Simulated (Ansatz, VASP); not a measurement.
Two plane-wave programs on GaN

```
CELL_PARAMETERS angstrom
6.43724 0.00000 0.00000
-3.21862 5.57482 0.00000
0.00000 0.00000 5.24353
ATOMIC_POSITIONS crystal
Ga 0.33333 0.16667 0.49914
Ga 0.16667 0.33333 0.99914
Ga 0.33333 0.66667 0.49914
Ga 0.16667 0.83333 0.99914
Ga 0.83333 0.16667 0.49914
Ga 0.66667 0.33333 0.99914
Ga 0.83333 0.66667 0.49914
Ga 0.66667 0.83333 0.99914
N 0.33333 0.16667 0.87586
N 0.16667 0.33333 0.37586
N 0.33333 0.66667 0.87586
N 0.16667 0.83333 0.37586
N 0.83333 0.16667 0.87586
N 0.66667 0.33333 0.37586
N 0.83333 0.66667 0.87586
N 0.66667 0.83333 0.37586
```

Alike in both runs: task single point; functional PBE; k mesh 2 × 2 × 3; no spin polarisation.

```csv
,VASP,Ansatz
version,VASP 6.6.1,Ansatz 0.2.0
potentials or method,"VASP PAW PBE potentials, release 64 (Ga_d, N), cutoff 600 eV",plane-wave PAW DFT
occupations,"gaussian, width 0.01 eV",fixed
valence electrons in the cell,144,144
```

|  | VASP | Ansatz | Ansatz less VASP |
| --- | --- | --- | --- |
| gap on the k mesh at the Fermi level (eV) | 1.70 | 1.70 | -0.004 |

The k mesh is coarse, so the values compare programs but aren't converged.
